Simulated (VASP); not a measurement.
A run of VASP 6.6.1:

The input INCAR:

```
ALGO = Fast
EDIFF = 1E-6
EDIFFG = -0.04
ENCUT = 600
GGA = PE
IBRION = 2
ISIF = 3
ISMEAR = 0
LASPH = T
LCHARG = F
LREAL = F
LWAVE = F
NELM = 60
NSW = 90
PREC = Accurate
SIGMA = 0.1
```

KPOINTS

```
k-points
0
Gamma
  4 4 4
```

File POSCAR:

```
Zr2Os
1.0
    4.5868925200      0.0000000000      0.0000000000
    0.0000000000      4.5868925200      0.0000000000
    0.0000000000      0.0000000000      4.5868925200
Zr Os
4 2
Direct
    0.2500000000      0.2500000000      0.2500000000
    0.2500000000      0.7500000000      0.7500000000
    0.7500000000      0.7500000000      0.2500000000
    0.7500000000      0.2500000000      0.7500000000
    0.0000000000      0.0000000000      0.0000000000
    0.5000000000      0.5000000000      0.5000000000
```

Potentials or basis: VASP PAW PBE potentials, release 64 (Zr_sv, Os).

Launch:

```console
$ cat potpaw_PBE.64/Zr_sv/POTCAR potpaw_PBE.64/Os/POTCAR > POTCAR
$ mpirun -np 1 vasp_std > vasp.out
```

Hardware: 1 thread of Intel Xeon 8259CL (shared host).

How long does it take, and how much memory?

It took 28 min on 1 thread of Intel Xeon 8259CL (shared host), peak memory 0.28 GiB. Counts: scf iterations 356, k points 10, ion steps 22.
